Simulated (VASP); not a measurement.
# TiC (Fm-3m) in VASP: a series of runs

TiC is run at these levels: PBE; tasks: single point, relaxation of cell and atoms.

All numbers are computed with VASP 6.6.1; they aren't measurements. Logs are shortened: lines on timing, memory, paths and dates and some standing lists are left out, and cuts for length are marked.

## 1. The cell of the first run

Symmetry: Fm-3m, No. 225, cubic system. Conventional cell: a = 4.333 Å, b = 4.333 Å, c = 4.333 Å, α = 90.00°, β = 90.00°, γ = 90.00°. Ti (site symmetry m-3m) has 6 C at 2.17 Å within 2.9 Å. C (site symmetry m-3m) has 6 Ti at 2.17 Å within 2.9 Å.

## 2. Single point, PBE

Contents of INCAR:

```
SYSTEM = TiC
PREC = Accurate
ENCUT = 520
EDIFF = 1E-6
ISMEAR = 0
SIGMA = 0.1
LREAL = .FALSE.
LASPH = .TRUE.
NELM = 60
ALGO = Normal
ISIF = 2
LWAVE = .FALSE.
LCHARG = .TRUE.
GGA = PE
LELF = .TRUE.
LVHAR = .TRUE.
NBANDS = 15
```

Contents of KPOINTS:

```
Automatic mesh
0
G
  22 22 22
  0 0 0
```

Contents of POSCAR:

```
TiC
1.0
    0.0000000000      2.1663668003      2.1663668003
    2.1663668003      0.0000000000      2.1663668003
    2.1663668003      2.1663668003      0.0000000000
Ti C
1 1
Direct
    0.0000000000      0.0000000000      0.0000000000
    0.5000000000      0.5000000000      0.5000000000
```

Potentials or basis: VASP PAW PBE potentials, release 64 (Ti_sv, C).

Run with:

```
cat potpaw_PBE.64/Ti_sv/POTCAR potpaw_PBE.64/C/POTCAR > POTCAR
mpirun -np 1 vasp_std > vasp.out
```

OUTCAR:

```text
SYSTEM = TiC
   PREC = Accurate
   ENCUT = 520
   EDIFF = 1E-6
   ISMEAR = 0
   LREAL = .FALSE.
   LASPH = .TRUE.
   NELM = 60
   ISIF = 2
   GGA = PE

 ion  position               nearest neighbor table
   1  0.000  0.000  0.000-   2 2.17   2 2.17   2 2.17   2 2.17   2 2.17   2 2.17
   2  0.500  0.500  0.500-   1 2.17   1 2.17   1 2.17   1 2.17   1 2.17   1 2.17

  LATTYP: Found a face centered cubic cell.
 ALAT       =     4.3327336006

  Lattice vectors:

 A1 = (   0.0000000000,   2.1663668003,   2.1663668003)
 A2 = (   2.1663668003,   0.0000000000,   2.1663668003)
 A3 = (   2.1663668003,   2.1663668003,   0.0000000000)

Analysis of symmetry for initial positions (statically):
=====================================================================
 Subroutine PRICEL returns:
 Original cell was already a primitive cell.

 Routine SETGRP: Setting up the symmetry group for a
 face centered cubic supercell.

 Subroutine GETGRP returns: Found 48 space group operations
 (whereof 48 operations were pure point group operations)
 out of a pool of 48 trial point group operations.

The static configuration has the point symmetry O_h .

Analysis of symmetry for dynamics (positions and initial velocities):
=====================================================================
 Subroutine PRICEL returns:
 Original cell was already a primitive cell.

 Routine SETGRP: Setting up the symmetry group for a
 face centered cubic supercell.

 Subroutine GETGRP returns: Found 48 space group operations
 (whereof 48 operations were pure point group operations)
 out of a pool of 48 trial point group operations.

The dynamic configuration has the point symmetry O_h .

 Subroutine INISYM returns: Found 48 space group operations
 (whereof 48 operations are pure point group operations),
 and found     1 'primitive' translations

----------------------------------------------------------------------------------------

                                     Primitive cell

  volume of cell :      20.3341

  direct lattice vectors                    reciprocal lattice vectors
     0.000000000  2.166366800  2.166366800    -0.230801174  0.230801174  0.230801174
     2.166366800  0.000000000  2.166366800     0.230801174 -0.230801174  0.230801174
     2.166366800  2.166366800  0.000000000     0.230801174  0.230801174 -0.230801174

  length of vectors
     3.063705310  3.063705310  3.063705310     0.399759359  0.399759359  0.399759359

  position of ions in fractional coordinates (direct lattice)
     0.000000000  0.000000000  0.000000000
     0.500000000  0.500000000  0.500000000

  ion indices of the primitive-cell ions
   primitive index   ion index
                 1           1
                 2           2

----------------------------------------------------------------------------------------

 KPOINTS: Automatic mesh

Automatic generation of k-mesh.
 Grid dimensions read from file:
 generate k-points for:   22   22   22

 Generating k-lattice:

  Cartesian coordinates                     Fractional coordinates (reciprocal lattice)
    -0.010490962  0.010490962  0.010490962     0.045454545  0.000000000  0.000000000
     0.010490962 -0.010490962  0.010490962     0.000000000  0.045454545  0.000000000
     0.010490962  0.010490962 -0.010490962     0.000000000  0.000000000  0.045454545

  Length of vectors
     0.018170880  0.018170880  0.018170880

  Shift w.r.t. Gamma in fractional coordinates (k-lattice)
     0.000000000  0.000000000  0.000000000

 Subroutine IBZKPT returns following result:
 ===========================================

 Found    328 irreducible k-points:

 Following reciprocal coordinates:
            Coordinates               Weight
  0.000000  0.000000  0.000000      1.000000
  0.045455  0.000000  0.000000      8.000000
  0.090909  0.000000  0.000000      8.000000
  0.136364  0.000000  0.000000      8.000000
  0.181818  0.000000  0.000000      8.000000
  0.227273  0.000000  0.000000      8.000000
[... 16 lines left out ...]
  0.500000  0.045455  0.000000     24.000000
 -0.454545  0.045455  0.000000     24.000000
 [... further k-points ...]
   k-points           NKPTS =    328   k-points in BZ     NKDIM =    328   number of bands    NBANDS=     15
   number of dos      NEDOS =    301   number of ions     NIONS =      2
   total plane-waves  NPLWV =  13824
   dimension x,y,z NGX =    24 NGY =   24 NGZ =   24
   dimension x,y,z NGXF=    48 NGYF=   48 NGZF=   48
   ions per type =               1   1
   NGX,Y,Z   is equivalent  to a cutoff of  13.02, 13.02, 13.02 a.u.
   NGXF,Y,Z  is equivalent  to a cutoff of  26.05, 26.05, 26.05 a.u.
 SYSTEM =  TiC
   PREC   = accura    normal or accurate (medium, high low for compatibility)
   ISTART =      0    job   : 0-new  1-cont  2-samecut
   ICHARG =      2    charge: 1-file 2-atom 10-const
   ISPIN  =      1    spin polarized calculation?
   LNONCOLLINEAR =      F non collinear calculations
   LSORBIT =      F    spin-orbit coupling
   LASPH  =      T    aspherical Exc in radial PAW
   ENCUT  =  520.0 eV  38.22 Ry    6.18 a.u.   5.70  5.70  5.70*2*pi/ulx,y,z
   NELM   =     60;   NELMIN=  2; NELMDL= -5     # of ELM steps
   EDIFF  = 0.1E-05   stopping-criterion for ELM
   LREAL  =      F    real-space projection
   EDIFFG = 0.1E-04   stopping-criterion for IOM
   NSW    =      0    number of steps for IOM
   IBRION =     -1    ionic relax: 0-MD 1-quasi-New 2-CG
   NFREE  =      0    steps in history (QN), initial steepest desc. (CG)
   ISIF   =      2    stress and relaxation
   ISYM   =      2    0-nonsym 1-usesym 2-fastsym
   POTIM  = 0.5000    time-step for ionic-motion
   TEBEG  =    0.0;   TEEND  =   0.0 temperature during run
   PSTRESS=    0.0 pullay stress
   NELECT =      16.0000    total number of electrons
   NUPDOWN=      -1.0000    fix difference up-down
   EMIN   =  10.00;   EMAX   =-10.00  energy-range for DOS
   EFERMI =   0.00;   METHOD = LEGACY
   ISMEAR =     0;   SIGMA  =   0.10  broadening in eV -4-tet -1-fermi 0-gaus
   EFERMI_NEDOS =   21; number of points for ismear=-14 and -15
   IALGO  =     38    algorithm
   IMIX   =      4    mixing-type and parameters
     AMIX     =   0.40;   BMIX     =  1.00
     AMIX_MAG =   1.60;   BMIX_MAG =  1.00
  volume/ion in A,a.u.               =      10.17        68.61
  Fermi-wavevector in a.u.,A,eV,Ry     =   1.511377  2.856089 31.079254  2.284261
  Thomas-Fermi vector in A             =   2.621442
   LORBIT       =      0    0 simple, 1 ext, 2 COOP (PROOUT), +10 PAW based schemes
   GGA     = PE    functional components
   LHFCALC =     F    Hartree Fock is set to
   AEXX    =    0.0000 exact exchange contribution
   IVDW    =     0    specifies the selected vdW correction
   LEPSILON=     F    determine dielectric tensor
   LRPA    =     F    only Hartree local field effects (RPA)
 non-spin polarized calculation
 Gauss-broadening in eV      SIGMA  =   0.10
  energy-cutoff  :      520.00
  volume of cell :       20.33
 maximum number of plane-waves:       568
   NGX = 11   NGY = 11   NGZ = 11

 number of electron      16.0000000 magnetization

 Free energy of the ion-electron system (eV)
  ---------------------------------------------------
  ext. energy  EPLUGINS =         0.00000000
  ---------------------------------------------------
  free energy    TOTEN  =       -18.71017320 eV

  energy without entropy =      -18.70881375  energy(sigma->0) =      -18.70949347

 E-fermi :   9.3964     XC(G=0): -12.6931

 val. band max:        9.3805943124   @ k =   0.4545   0.4091   0.0000
 cond. band min:       9.4054967346   @ k =   0.3636   0.3182   0.0455
 fundamental gap:      0.0249024222
 Fermi energy:         9.3963738248

 k-point     1 :       0.0000    0.0000    0.0000
  band No.  band energies     occupation
      1     -47.1897      2.00000
      2     -23.2143      2.00000
      3     -23.2143      2.00000
      4     -23.2143      2.00000
      5      -2.9907      2.00000
      6      10.0951      0.00000
      7      10.0951      0.00000
      8      10.0951      0.00000
      9      11.0783      0.00000
     10      11.0783      0.00000
     11      11.0783      0.00000
     12      11.1127      0.00000
     13      11.1127      0.00000
     14      19.8711      0.00000
     15      23.4304      0.00000

 k-point     2 :       0.0455    0.0000    0.0000
  band No.  band energies     occupation
      1     -47.1883      2.00000
      2     -23.2247      2.00000
      3     -23.2152      2.00000
      4     -23.2152      2.00000
      5      -2.9439      2.00000
      6       9.8385      0.00000
      7      10.0155      0.00000
      8      10.0155      0.00000
      9      10.5214      0.00000
     10      10.5215      0.00000
     11      11.2249      0.00000
     12      11.8174      0.00000
     13      11.8174      0.00000
     14      19.9581      0.00000
     15      23.4516      0.00000

 k-point     3 :       0.0909    0.0000    0.0000
  band No.  band energies     occupation
      1     -47.1840      2.00000
      2     -23.2549      2.00000
      3     -23.2181      2.00000
      4     -23.2181      2.00000
      5      -2.8048      2.00000
      6       9.2813      1.89641
      7       9.5572      0.02293
      8       9.5572      0.02293
      9      10.4196      0.00000
     10      10.4196      0.00000
     11      11.4720      0.00000
     12      12.5792      0.00000
     13      12.5792      0.00000
     14      20.1934      0.00000
     15      23.4855      0.00000
[... 343 lines left out ...]
 k-point    23 :       0.5000    0.0455    0.0000
  band No.  band energies     occupation
      1     -47.1167      2.00000
      2     -23.7036      2.00000
      3     -23.2683      2.00000
      4     -23.2646      2.00000
      5       0.4489      2.00000
      6       3.6371      2.00000
      7       6.5042      2.00000
      8       6.5473      2.00000
      9      12.2565      0.00000
     10      12.3229      0.00000
     11      13.4617      0.00000
     12      17.2707      0.00000
     13      17.4228      0.00000
     14      17.9863      0.00000
     15      24.2320      0.00000

 k-point    24 :      -0.4545    0.0455    0.0000
  band No.  band energies     occupation
      1     -47.1172      2.00000
      2     -23.7004      2.00000
      3     -23.2700      2.00000
      4     -23.2622      2.00000
      5       0.4013      2.00000
      6       3.6940      2.00000
      7       6.5355      2.00000
      8       6.5409      2.00000
      9      12.2535      0.00000
     10      12.2934      0.00000
     11      13.4336      0.00000
     12      17.1750      0.00000
     13      17.5233      0.00000
     14      17.9752      0.00000
     15      24.2650      0.00000

 [... further k-points ...]
[... 5 lines left out ...]
  --------------------------------------------------------------------------------------
  -------------------------------------------------------------------------------------
  Total        0.0272706      0.0272706      0.0272706      0.0000000     -0.0000000      0.0000000
  in kB        2.1487150      2.1487150      2.1487150      0.0000000     -0.0000000      0.0000000
  external PRESSURE =       2.1487150 kB  Pullay stress =       0.0000000 kB

 VOLUME and BASIS-vectors are now :
 -----------------------------------------------------------------------------
  energy-cutoff  :      520.00
  volume of cell :       20.33
      direct lattice vectors                 reciprocal lattice vectors
     0.000000000  2.166366800  2.166366800    -0.230801174  0.230801174  0.230801174
     2.166366800  0.000000000  2.166366800     0.230801174 -0.230801174  0.230801174
     2.166366800  2.166366800  0.000000000     0.230801174  0.230801174 -0.230801174

 POSITION                                       TOTAL-FORCE (eV/Angst)
 -----------------------------------------------------------------------------------
      0.00000      0.00000      0.00000         0.000000     -0.000000      0.000000
      2.16637      2.16637      2.16637        -0.000000      0.000000     -0.000000
 -----------------------------------------------------------------------------------
    total drift:                                0.000000     -0.000000     -0.000000

  FREE ENERGIE OF THE ION-ELECTRON SYSTEM (eV)
  ---------------------------------------------------
  free  energy   TOTEN  =       -18.7101731990 eV

  energy  without entropy=      -18.7088137495  energy(sigma->0) =      -18.70949347
```

Wall time 58 s (1 thread of Intel Xeon Platinum 8488C (Sapphire Rapids), shared host); peak memory 0.22 GiB.

What came out:

- Free energy: -18.7102 eV
- Pressure: 0.2 GPa
- Band gap on the k mesh: zero (bands 8 and 9 overlap by 1.10 eV)

(Continued in part 2 of 2.)

The gap in the log of VASP goes by the Fermi energy; the results here count the filled bands.